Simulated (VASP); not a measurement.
The system is TiO2.

```
CELL_PARAMETERS angstrom
4.59984 0.00000 0.00000
0.00000 4.59984 0.00000
0.00000 0.00000 2.95921
ATOMIC_POSITIONS crystal
Ti 0.00000 0.00000 0.50000
Ti 0.50000 0.50000 0.00000
O 0.30432 0.30432 0.50000
O 0.19568 0.80432 0.00000
O 0.80432 0.19568 0.00000
O 0.69568 0.69568 0.50000
```

Base run:

- Program: VASP 6.6.1
- Functional: PBE
- Potentials or basis: VASP PAW PBE potentials, release 64 (Ti_sv, O)
- Cutoff: 520 eV
- k mesh: 6 × 6 × 9
- Occupations: fermi-dirac, width 0.05 eV
- Spin: no spin polarisation
- Hubbard terms: Ti d U = 6.0 eV

Its results: band gap on the k mesh 2.63 eV, indirect (least direct gap 2.66 eV); pressure 16.2 GPa; largest force 0.195 eV/Å.

Question: The run is repeated on the same cell with these changes: hubbard terms from Ti d U = 6.0 eV to Ti d U = 4.0 eV. What comes out?

Answer: Band gap on the k mesh 2.35 eV, indirect (least direct gap 2.36 eV); pressure 12.4 GPa; largest force 0.136 eV/Å.

A k mesh can miss the band edges.
